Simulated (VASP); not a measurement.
Wanted: the native input for a VASP 6.6.1 run.

- Task: single point
- Functional: PBEsol
- Potentials or basis: VASP PAW PBE potentials, release 64 (Hf_pv, H)
- Cutoff: 520 eV
- k mesh: 10 × 10 × 8
- Occupations: gaussian, width 0.1 eV
- Spin: no spin polarisation
- Dipole correction: no
- Further INCAR settings: ALGO = Normal; EDIFF = 1e-06; NBANDS = 21

The structure of HfH2 lies in POSCAR:

```
HfH2
1.0
    3.4544462294      0.0000000000      0.0000000000
    0.0000000000      3.4544462294      0.0000000000
    0.0000000000      0.0000000000      4.2800483705
Hf H
2 4
Direct
    0.0000000000      0.0000000000      0.0000000000
    0.5000000000      0.5000000000      0.5000000000
    0.0000000000      0.5000000000      0.2500000000
    0.5000000000      0.0000000000      0.2500000000
    0.5000000000      0.0000000000      0.7500000000
    0.0000000000      0.5000000000      0.7500000000
```

This cell differs from its parent crystal: uniaxial strain along c: +1.0 %, then relaxed in part.

These files were run (other wordings do the same):

INCAR

```
  ALGO = Normal
  EDIFF = 1E-6
  ENCUT = 520
  GGA = PS
  ISIF = 2
  ISMEAR = 0
  LASPH = T
  LCHARG = F
  LREAL = F
  LWAVE = F
  NBANDS = 21
  NELM = 60
  PREC = Accurate
  SIGMA = 0.1
```

KPOINTS

```
k-points
0
Gamma
  10 10 8
```

Potentials or basis: VASP PAW PBE potentials, release 64 (Hf_pv, H).

Command:

```bash
$ cat potpaw_PBE.64/Hf_pv/POTCAR potpaw_PBE.64/H/POTCAR > POTCAR
$ mpirun -np 1 vasp_std > vasp.out
```

It gave:

| Property | Result |
| --- | --- |
| Pressure | -1.2 GPa |
| Band gap on the k mesh | zero (bands 12 and 13 overlap by 1.19 eV) |

Caveat: the cell differs from its parent crystal (uniaxial strain along c: +1.0 %, then relaxed in part); the PAW data sets were made with another functional, which shifts forces and pressure a little; spin-orbit coupling is left out, which moves the levels of the heavy elements.

Wall time 37 s on 1 thread of Intel(R) Xeon(R) 6975P-C (Granite Rapids), with other jobs on the host, peak memory 0.23 GiB.
